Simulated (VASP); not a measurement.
Input of a VASP 6.6.1 run:

INCAR

```
PREC     = Accurate       # precision mode
ENCUT    = 520            # plane-wave cutoff, eV
EDIFF    = 1E-6           # SCF threshold, eV
ISMEAR   = 0              # smearing method
SIGMA    = 0.1            # smearing width, eV
LREAL    = False          # projectors in reciprocal space
LASPH    = True           # aspherical terms in the spheres
NELM     = 60             # most SCF steps
ALGO     = Normal         # electronic algorithm
ISIF     = 2              # what is computed and relaxed
LWAVE    = False          # write WAVECAR
LCHARG   = True           # write CHGCAR
GGA      = PE             # functional
LELF     = True           # ELF
LVHAR    = True         
NBANDS   = 34             # bands
```

File KPOINTS:

```
regular mesh
0
Gamma
  6 6 2
```

Contents of POSCAR:

```
Al3Ge2Ru
1.0
    3.2337247207      0.0000000000      0.0000000000
    0.0000000000      3.2337247207      0.0000000000
    0.0000000000      0.0000000000      9.1037723508
Al Ge Ru
3 2 1
Direct
    0.0000000000      0.0000000000      0.0000000000
    0.0000000000      0.0000000000      0.6461649384
    0.0000000000      0.0000000000      0.3538350616
    0.5000000000      0.5000000000      0.8192108676
    0.5000000000      0.5000000000      0.1807891324
    0.5000000000      0.5000000000      0.5000000000
```

Potentials or basis: VASP PAW PBE potentials, release 64 (Al, Ge_d, Ru_pv).

Launch:

```console
$ cat potpaw_PBE.64/Al/POTCAR potpaw_PBE.64/Ge_d/POTCAR potpaw_PBE.64/Ru_pv/POTCAR > POTCAR
$ mpirun -np 1 vasp_std > vasp.out
```

**Question.** Predict the largest force.

**Answer.** 0.030 eV/Å.

**Question.** Estimate the band gap on the k mesh.

**Answer.** Zero (an odd number of electrons rules out a gap without spin polarisation).

Forces in eV/Å, atoms in the order of the input:
```
Al   0.000  0.000  0.000
Al   0.000  0.000  0.030
Al   0.000  0.000 -0.030
Ge   0.000  0.000  0.017
Ge   0.000  0.000 -0.017
Ru   0.000  0.000  0.000
```
